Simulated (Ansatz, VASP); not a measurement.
## AlCu: VASP beside Ansatz

INCAR

```
SYSTEM = AlCu
PREC = Accurate
ENCUT = 520
EDIFF = 1E-7
ISMEAR = 0
SIGMA = 0.1
LREAL = .False.
LASPH = .True.
NELM = 100
ALGO = Normal
ISIF = 2
LWAVE = .False.
LCHARG = .False.
GGA = PS
NBANDS = 14
```

The input KPOINTS:

```
Automatic mesh
0
Gamma
  14 14 14
  0 0 0
```

File POSCAR:

```
AlCu
1.0
    2.9852729760      0.0000000000      0.0000000000
    0.0000000000      2.9852729760      0.0000000000
    0.0000000000      0.0000000000      2.9852729760
Al Cu
1 1
Direct
    0.0000000000      0.0000000000      0.0000000000
    0.5000000000      0.5000000000      0.5000000000
```

Input for Ansatz:

```yaml
crystal:
  lattice:
    - [2.9852729764, 0.0, 0.0]
    - [0.0, 2.9852729764, 0.0]
    - [0.0, 0.0, 2.9852729764]
  atoms:
    - { symbol: Al, position: [0.0, 0.0, 0.0] }
    - { symbol: Cu, position: [0.5, 0.5, 0.5] }
basis:
  ecutwfc: 420
kpoints:
  mp_grid: { grid: [14, 14, 14] }
hamiltonian:
  xc: pbesol
scf:
  occupations: { method: gaussian, width: 0.1 }
output:
  forces: true
  stress: true
  eigenvalues: true
```

Alike in both runs: task single point; functional PBEsol; k mesh 14 × 14 × 14; occupations gaussian, width 0.1 eV; no spin polarisation.

```csv
,VASP,Ansatz
version,VASP 6.6.1,Ansatz 0.2.0
potentials or method,"VASP PAW PBE potentials, release 64 (Al, Cu), cutoff 520 eV","scalar-relativistic, plane waves, PAW"
valence electrons in the cell,14,22
```

```tsv
	VASP	Ansatz	Ansatz less VASP
gap on the k mesh at the Fermi level (eV)	none	none	-
pressure (GPa)	-3.1	-3.5	-0.39
```

VASP's potentials were made for PBE, not for PBEsol. A gap of «none» marks a metal or a gap that the smearing closes. VASP's potentials hold 14 valence electrons a cell and Ansatz's 22, so a difference there can come from the potentials and not from the codes.
